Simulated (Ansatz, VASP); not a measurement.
One calculation of CdTe, two programs

File INCAR:

```
PREC = Accurate ; ENCUT = 520
EDIFF = 1E-6 ; ISMEAR = 0
SIGMA = 0.05 ; LREAL = False
LASPH = True ; NELM = 80
ALGO = Normal ; ISIF = 2
LWAVE = False ; LCHARG = False
GGA = RE ; NBANDS = 16
```

The input KPOINTS:

```
Automatic mesh
0
Gamma
  6 6 6
```

Contents of POSCAR:

```
CdTe
1.0
    0.0000000000      3.3905916710      3.3905916710
    3.3905916710      0.0000000000      3.3905916710
    3.3905916710      3.3905916710      0.0000000000
Cd Te
1 1
Direct
    0.0000000000      0.0000000000      0.0000000000
    0.2500000000      0.2500000000      0.2500000000
```

Input for Ansatz:

```yaml
crystal:
  lattice:
    - [0.0, 3.390591671, 3.390591671]
    - [3.390591671, 0.0, 3.390591671]
    - [3.390591671, 3.390591671, 0.0]
  atoms:
    - { symbol: Cd, position: [0.0, 0.0, 0.0] }
    - { symbol: Te, position: [0.25, 0.25, 0.25] }
basis:
  ecutwfc: 420
  ecutrho_ratio: 4
kpoints:
  mp_grid: { grid: [6, 6, 6] }
hamiltonian:
  xc: revpbe
scf:
  occupations: { method: gaussian, width: 0.05 }
output:
  forces: true
  stress: true
  eigenvalues: true
```

Alike in both runs: task single point; functional revPBE; k mesh 6 × 6 × 6; occupations gaussian, width 0.05 eV; no spin polarisation.

```csv
,VASP,Ansatz
version,VASP 6.6.1,Ansatz 0.2.0
potentials or method,"VASP PAW PBE potentials, release 64 (Cd, Te), cutoff 520 eV","scalar-relativistic, plane waves, PAW"
valence electrons in the cell,18,36
```

```tsv
	VASP	Ansatz	Ansatz less VASP
gap on the k mesh at the Fermi level (eV)	0.48	0.49	+0.006
least direct gap on the mesh (eV)	0.48	0.49	+0.006
pressure (GPa)	-1.1	-1.1	-0.09
```

VASP's potentials were made for PBE, not for revPBE. VASP's potentials hold 18 valence electrons a cell and Ansatz's 36, so a difference there can come from the potentials and not from the codes.

Spin-orbit coupling is off throughout.
